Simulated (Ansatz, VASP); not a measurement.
## One calculation of Na3F2, two programs

The input INCAR:

```
ALGO = Normal
EDIFF = 1E-7
ENCUT = 520
GGA = PE
ISIF = 2
ISMEAR = 0
LASPH = True
LCHARG = False
LREAL = False
LWAVE = False
NBANDS = 26
NELM = 80
PREC = Accurate
SIGMA = 0.1
```

File KPOINTS:

```
k-points
0
Gamma
  6 6 6
```

The input POSCAR:

```
Na3F2
1.0
    1.7396966960      1.0044143557      8.0643766570
   -1.7396966960      1.0044143557      8.0643766570
    0.0000000000     -2.0088287115      8.0643766570
Na F
3 2
Direct
    0.0000000000      0.0000000000      0.0000000000
    0.2095000000      0.2095000000      0.2095000000
    0.7905000000      0.7905000000      0.7905000000
    0.4000000000      0.4000000000      0.4000000000
    0.6000000000      0.6000000000      0.6000000000
```

Input for Ansatz:

```yaml
crystal:
  lattice:
    - [1.739696696, 1.0044143557, 8.064376657]
    - [-1.739696696, 1.0044143557, 8.064376657]
    - [0.0, -2.0088287115, 8.064376657]
  atoms:
    - { symbol: Na, position: [0.0, 0.0, 0.0] }
    - { symbol: Na, position: [0.2095, 0.2095, 0.2095] }
    - { symbol: Na, position: [0.7905, 0.7905, 0.7905] }
    - { symbol: F, position: [0.4, 0.4, 0.4] }
    - { symbol: F, position: [0.6, 0.6, 0.6] }
basis:
  ecutwfc: 420
kpoints:
  mp_grid: { grid: [6, 6, 6] }
hamiltonian:
  xc: pbe
scf:
  occupations: { method: gaussian, width: 0.1 }
  lower_state_search: "off"
output:
  forces: true
  stress: true
  eigenvalues: true
```

Alike in both runs: task single point; functional PBE; k mesh 6 × 6 × 6; occupations gaussian, width 0.1 eV; no spin polarisation.

```csv
,VASP,Ansatz
version,VASP 6.6.1,Ansatz 0.2.0
potentials or method,"VASP PAW PBE potentials, release 64 (Na_pv, F), cutoff 520 eV","scalar-relativistic, plane waves, PAW"
valence electrons in the cell,35,41
```

```csv
,VASP,Ansatz,Ansatz less VASP
gap on the k mesh at the Fermi level (eV),none,none,-
pressure (GPa),-0.2,-0.1,+0.12
"traceless stress, the component that is largest in VASP (GPa)",0.90,0.91,+0.007
rms of the force components (eV/Å),0.585,0.584,-0.0006
```

Atom by atom the forces differ by 0.001 eV/Å (rms over components). A gap of «none» marks a metal or a gap that the smearing closes. VASP's potentials hold 35 valence electrons a cell and Ansatz's 41, so a difference there can come from the potentials and not from the codes.
